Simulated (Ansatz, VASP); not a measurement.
# One calculation of InO, two programs

```
In O
1.0
     3.55141    0.00000    0.00000
    -1.77570    3.07561    0.00000
     0.00000    0.00000   25.91362
In O
1 1
Direct
  0.00000 0.00000 0.32019
  0.66667 0.33333 0.29725
```

Alike in both runs: task single point; functional PBE; k mesh 9 × 9 × 1; occupations fermi-dirac, width 0.05 eV; no spin polarisation.

```csv
,VASP,Ansatz
version,VASP 6.6.1,Ansatz 0.2.0
potentials or method,"VASP PAW PBE potentials, release 64 (In_d, O), cutoff 520 eV","all-electron LAPW, scalar-relativistic"
```

|  | VASP | Ansatz | Ansatz less VASP |
| --- | --- | --- | --- |
| gap on the k mesh at the Fermi level (eV) | none | none | - |
| rms of the force components (eV/Å) | 0.023 | 0.009 | -0.0138 |

Atom by atom the forces differ by 0.014 eV/Å (rms over components). A gap of «none» marks a metal or a gap that the smearing closes. Ansatz ran all-electron here, and VASP with PAW potentials.
